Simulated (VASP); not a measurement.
# Zn (Fm-3m) in VASP: further runs

Zn is run at these levels: PBE; tasks: single point.

All numbers are computed with VASP 6.6.1; they aren't measurements. Logs are shortened: lines on timing, memory, paths and dates and some standing lists are left out, and cuts for length are marked.

## (1) The cell of the first run

The structure is cubic, space group Fm-3m (No. 225). The conventional cell has a = 3.909 Å, b = 3.909 Å, c = 3.909 Å, α = 90.00°, β = 90.00°, γ = 90.00°. Zn (site symmetry m-3m) has 12 Zn at 2.76 Å within 3.6 Å.

## (2) Single point, PBE

The input, INCAR:

```
  PREC = Accurate
  ENCUT = 520
  EDIFF = 1E-7
  ISMEAR = 1
  SIGMA = 0.05
  LREAL = F
  LASPH = T
  NELM = 80
  ALGO = Normal
  ISIF = 2
  LWAVE = F
  LCHARG = F
  GGA = PE
  NBANDS = 12
```

The input, KPOINTS:

```
regular mesh
0
Gamma
  20 20 20
```

The input, POSCAR:

```
Zn
1.0
    0.0000000000      1.9545347302      1.9545347302
    1.9545347302      0.0000000000      1.9545347302
    1.9545347302      1.9545347302      0.0000000000
Zn
1
Direct
    0.0000000000      0.0000000000      0.0000000000
```

Potentials or basis: VASP PAW PBE potentials, release 64 (Zn).

On the command line:

```
> cat potpaw_PBE.64/Zn/POTCAR > POTCAR
> mpirun -np 1 vasp_std > vasp.out
```

OUTCAR:

```text
PREC = Accurate
   ENCUT = 520
   EDIFF = 1E-7
   ISMEAR = 1
   LREAL = F
   LASPH = T
   NELM = 80
   ISIF = 2
   GGA = PE

 ion  position               nearest neighbor table
   1  0.000  0.000  0.000-

  LATTYP: Found a face centered cubic cell.
 ALAT       =     3.9090694604

  Lattice vectors:

 A1 = (   0.0000000000,   1.9545347302,   1.9545347302)
 A2 = (   1.9545347302,   0.0000000000,   1.9545347302)
 A3 = (   1.9545347302,   1.9545347302,   0.0000000000)

Analysis of symmetry for initial positions (statically):
=====================================================================
 Subroutine PRICEL returns:
 Original cell was already a primitive cell.

 Routine SETGRP: Setting up the symmetry group for a
 face centered cubic supercell.

 Subroutine GETGRP returns: Found 48 space group operations
 (whereof 48 operations were pure point group operations)
 out of a pool of 48 trial point group operations.

The static configuration has the point symmetry O_h .

Analysis of symmetry for dynamics (positions and initial velocities):
=====================================================================
 Subroutine PRICEL returns:
 Original cell was already a primitive cell.

 Routine SETGRP: Setting up the symmetry group for a
 face centered cubic supercell.

 Subroutine GETGRP returns: Found 48 space group operations
 (whereof 48 operations were pure point group operations)
 out of a pool of 48 trial point group operations.

The dynamic configuration has the point symmetry O_h .

 Subroutine INISYM returns: Found 48 space group operations
 (whereof 48 operations are pure point group operations),
 and found     1 'primitive' translations

----------------------------------------------------------------------------------------

                                     Primitive cell

  volume of cell :      14.9335

  direct lattice vectors                    reciprocal lattice vectors
     0.000000000  1.954534730  1.954534730    -0.255815357  0.255815357  0.255815357
     1.954534730  0.000000000  1.954534730     0.255815357 -0.255815357  0.255815357
     1.954534730  1.954534730  0.000000000     0.255815357  0.255815357 -0.255815357

  length of vectors
     2.764129524  2.764129524  2.764129524     0.443085196  0.443085196  0.443085196

  position of ions in fractional coordinates (direct lattice)
     0.000000000  0.000000000  0.000000000

  ion indices of the primitive-cell ions
   primitive index   ion index
                 1           1

----------------------------------------------------------------------------------------

 KPOINTS: regular mesh

Automatic generation of k-mesh.
 Grid dimensions read from file:
 generate k-points for:   20   20   20

 Generating k-lattice:

  Cartesian coordinates                     Fractional coordinates (reciprocal lattice)
    -0.012790768  0.012790768  0.012790768     0.050000000  0.000000000  0.000000000
     0.012790768 -0.012790768  0.012790768     0.000000000  0.050000000  0.000000000
     0.012790768  0.012790768 -0.012790768     0.000000000  0.000000000  0.050000000

  Length of vectors
     0.022154260  0.022154260  0.022154260

  Shift w.r.t. Gamma in fractional coordinates (k-lattice)
     0.000000000  0.000000000  0.000000000

 Subroutine IBZKPT returns following result:
 ===========================================

 Found    256 irreducible k-points:

 Following reciprocal coordinates:
            Coordinates               Weight
  0.000000  0.000000  0.000000      1.000000
  0.050000  0.000000  0.000000      8.000000
  0.100000  0.000000  0.000000      8.000000
  0.150000  0.000000  0.000000      8.000000
  0.200000  0.000000  0.000000      8.000000
  0.250000  0.000000  0.000000      8.000000
[... 16 lines left out ...]
 -0.400000  0.050000  0.000000     24.000000
 -0.350000  0.050000  0.000000     24.000000
 [... further k-points ...]
   k-points           NKPTS =    256   k-points in BZ     NKDIM =    256   number of bands    NBANDS=     12
   number of dos      NEDOS =    301   number of ions     NIONS =      1
   total plane-waves  NPLWV =  13824
   dimension x,y,z NGX =    24 NGY =   24 NGZ =   24
   dimension x,y,z NGXF=    48 NGYF=   48 NGZF=   48
   ions per type =               1
   NGX,Y,Z   is equivalent  to a cutoff of  14.43, 14.43, 14.43 a.u.
   NGXF,Y,Z  is equivalent  to a cutoff of  28.87, 28.87, 28.87 a.u.
 SYSTEM =  unknown system
   PREC   = accura    normal or accurate (medium, high low for compatibility)
   ISTART =      0    job   : 0-new  1-cont  2-samecut
   ICHARG =      2    charge: 1-file 2-atom 10-const
   ISPIN  =      1    spin polarized calculation?
   LNONCOLLINEAR =      F non collinear calculations
   LSORBIT =      F    spin-orbit coupling
   LASPH  =      T    aspherical Exc in radial PAW
   ENCUT  =  520.0 eV  38.22 Ry    6.18 a.u.   5.14  5.14  5.14*2*pi/ulx,y,z
   NELM   =     80;   NELMIN=  2; NELMDL= -5     # of ELM steps
   EDIFF  = 0.1E-06   stopping-criterion for ELM
   LREAL  =      F    real-space projection
   EDIFFG = 0.1E-05   stopping-criterion for IOM
   NSW    =      0    number of steps for IOM
   IBRION =     -1    ionic relax: 0-MD 1-quasi-New 2-CG
   NFREE  =      0    steps in history (QN), initial steepest desc. (CG)
   ISIF   =      2    stress and relaxation
   ISYM   =      2    0-nonsym 1-usesym 2-fastsym
   POTIM  = 0.5000    time-step for ionic-motion
   TEBEG  =    0.0;   TEEND  =   0.0 temperature during run
   PSTRESS=    0.0 pullay stress
   NELECT =      12.0000    total number of electrons
   NUPDOWN=      -1.0000    fix difference up-down
   EMIN   =  10.00;   EMAX   =-10.00  energy-range for DOS
   EFERMI =   0.00;   METHOD = LEGACY
   ISMEAR =     1;   SIGMA  =   0.05  broadening in eV -4-tet -1-fermi 0-gaus
   EFERMI_NEDOS =   21; number of points for ismear=-14 and -15
   IALGO  =     38    algorithm
   IMIX   =      4    mixing-type and parameters
     AMIX     =   0.40;   BMIX     =  1.00
     AMIX_MAG =   1.60;   BMIX_MAG =  1.00
  volume/ion in A,a.u.               =      14.93       100.78
  Fermi-wavevector in a.u.,A,eV,Ry     =   1.522002  2.876167 31.517756  2.316490
  Thomas-Fermi vector in A             =   2.630640
   LORBIT       =      0    0 simple, 1 ext, 2 COOP (PROOUT), +10 PAW based schemes
   GGA     = PE    functional components
   LHFCALC =     F    Hartree Fock is set to
   AEXX    =    0.0000 exact exchange contribution
   IVDW    =     0    specifies the selected vdW correction
   LEPSILON=     F    determine dielectric tensor
   LRPA    =     F    only Hartree local field effects (RPA)
 non-spin polarized calculation
 Methfessel and Paxton  Order N= 1 SIGMA  =   0.05
  energy-cutoff  :      520.00
  volume of cell :       14.93
 maximum number of plane-waves:       415
 NGX is ok and might be reduce to    24
   NGX = 11   NGY = 11   NGZ = 11

 number of electron      12.0000009 magnetization

 Free energy of the ion-electron system (eV)
  ---------------------------------------------------
  ext. energy  EPLUGINS =         0.00000000
  ---------------------------------------------------
  free energy    TOTEN  =        -1.08631911 eV

  energy without entropy =       -1.08626265  energy(sigma->0) =       -1.08630029

 E-fermi :   3.2513     XC(G=0): -11.6589

 val. band max:        3.1465450548   @ k =  -0.3500   0.4500   0.2000
 cond. band min:       3.2619287955   @ k =  -0.3500   0.4000   0.1500
 fundamental gap:      0.1153837407
 Fermi energy:         3.2512715068

 k-point     1 :       0.0000    0.0000    0.0000
  band No.  band energies     occupation
      1      -7.2839      2.00000
      2      -4.4642      2.00000
      3      -4.4642      2.00000
      4      -4.4642      2.00000
      5      -4.0732      2.00000
      6      -4.0732      2.00000
      7      21.6866      0.00000
      8      21.6866      0.00000
      9      21.6866      0.00000
     10      22.2069      0.00000
     11      24.4415      0.00000
     12      24.4415      0.00000

 k-point     2 :       0.0500    0.0000    0.0000
  band No.  band energies     occupation
      1      -7.2074      2.00000
      2      -4.4708      2.00000
      3      -4.4552      2.00000
      4      -4.4552      2.00000
      5      -4.0759      2.00000
      6      -4.0759      2.00000
      7      20.1673      0.00000
      8      21.4192      0.00000
      9      21.4193      0.00000
     10      22.0498      0.00000
     11      24.8388      0.00000
     12      24.8388      0.00000

 k-point     3 :       0.1000    0.0000    0.0000
  band No.  band energies     occupation
      1      -6.9807      2.00000
      2      -4.4872      2.00000
      3      -4.4311      2.00000
      4      -4.4311      2.00000
      5      -4.0814      2.00000
      6      -4.0814      2.00000
      7      17.7186      0.00000
      8      20.8730      0.00000
      9      20.8731      0.00000
     10      21.9596      0.00000
     11      25.7717      0.00000
     12      25.7717      0.00000
[... 286 lines left out ...]
 k-point    23 :      -0.4000    0.0500    0.0000
  band No.  band energies     occupation
      1      -5.1915      2.00000
      2      -4.4612      2.00000
      3      -4.4428      2.00000
      4      -3.8439      2.00000
      5      -3.8402      2.00000
      6      -1.3656      2.00000
      7       4.0122     -0.00000
      8      17.2806      0.00000
      9      18.9124      0.00000
     10      20.5174      0.00000
     11      22.6012      0.00000
     12      23.8290      0.00000

 k-point    24 :      -0.3500    0.0500    0.0000
  band No.  band energies     occupation
      1      -5.1945      2.00000
      2      -4.4388      2.00000
      3      -4.4226      2.00000
      4      -3.9022      2.00000
      5      -3.9000      2.00000
      6      -2.5063      2.00000
      7       5.8321      0.00000
      8      17.1944      0.00000
      9      19.4122      0.00000
     10      20.9399      0.00000
     11      22.7717      0.00000
     12      24.0503      0.00000

 [... further k-points ...]
[... 5 lines left out ...]
  --------------------------------------------------------------------------------------
  -------------------------------------------------------------------------------------
  Total        0.1368657      0.1368657      0.1368657      0.0000000     -0.0000000      0.0000000
  in kB       14.6840232     14.6840232     14.6840232      0.0000000     -0.0000000      0.0000000
  external PRESSURE =      14.6840232 kB  Pullay stress =       0.0000000 kB

 VOLUME and BASIS-vectors are now :
 -----------------------------------------------------------------------------
  energy-cutoff  :      520.00
  volume of cell :       14.93
      direct lattice vectors                 reciprocal lattice vectors
     0.000000000  1.954534730  1.954534730    -0.255815357  0.255815357  0.255815357
     1.954534730  0.000000000  1.954534730     0.255815357 -0.255815357  0.255815357
     1.954534730  1.954534730  0.000000000     0.255815357  0.255815357 -0.255815357

 POSITION                                       TOTAL-FORCE (eV/Angst)
 -----------------------------------------------------------------------------------
      0.00000      0.00000      0.00000        -0.000000     -0.000000      0.000000
 -----------------------------------------------------------------------------------
    total drift:                               -0.000000      0.000000     -0.000000

  FREE ENERGIE OF THE ION-ELECTRON SYSTEM (eV)
  ---------------------------------------------------
  free  energy   TOTEN  =        -1.0863191064 eV

  energy  without entropy=       -1.0862626492  energy(sigma->0) =       -1.08630029
```

It took 30 s on 1 thread of Intel Xeon Platinum 8259CL at 2.50GHz (Skylake/Cascade Lake), shared host; peak memory 0.17 GiB.

What came out:

```
Free energy            : -1.0863 eV
Pressure               : 1.5 GPa
Band gap on the k mesh : zero (band 6 reaches 5.46 eV, above the bottom of band 7 at 1.84 eV)
```

Levels at points of the mesh, in eV from the Fermi level:
| k point | band 3 | band 4 | band 5 | band 6 | band 7 | band 8 | band 9 | band 10 |
| --- | --- | --- | --- | --- | --- | --- | --- | --- |
| (0.00, 0.00, 0.00) | -7.72 | -7.72 | -7.32 | -7.32 | 18.44 | 18.44 | 18.44 | 18.96 |
| (0.50, 0.00, 0.00) | -7.72 | -7.03 | -7.03 | -3.02 | -1.41 | 15.38 | 15.38 | 17.49 |
| (0.50, 0.50, 0.00) | -7.05 | -6.96 | -6.96 | -1.09 | 1.73 | 8.45 | 8.45 | 12.13 |

(Continued in part 2 of 2.)
